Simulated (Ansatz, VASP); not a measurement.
Se in VASP and in Ansatz

```
Se
1.0
     0.00000    3.29956    2.80462
     3.29956    0.00000    2.80462
     3.29956    3.29956    0.00000
Se
2
Direct
  0.50000 0.50000 0.50000
  0.75000 0.75000 0.75000
```

Alike in both runs: task single point; functional PBE; k mesh 14 × 14 × 14; occupations gaussian, width 0.15 eV; no spin polarisation.

|  | VASP | Ansatz |
| --- | --- | --- |
| version | VASP 6.6.1 | Ansatz 0.2.0 |
| potentials or method | VASP PAW PBE potentials, release 64 (Se), cutoff 520 eV | scalar-relativistic, plane waves, PAW |
| valence electrons in the cell | 12 | 32 |

```csv
,VASP,Ansatz,Ansatz less VASP
gap on the k mesh at the Fermi level (eV),none,none,-
pressure (GPa),0.8,0.8,-0.02
"traceless stress, the component that is largest in VASP (GPa)",-1.81,-1.81,+0.006
```

A gap of «none» marks a metal or a gap that the smearing closes. VASP's potentials hold 12 valence electrons a cell and Ansatz's 32, so a difference there can come from the potentials and not from the codes.
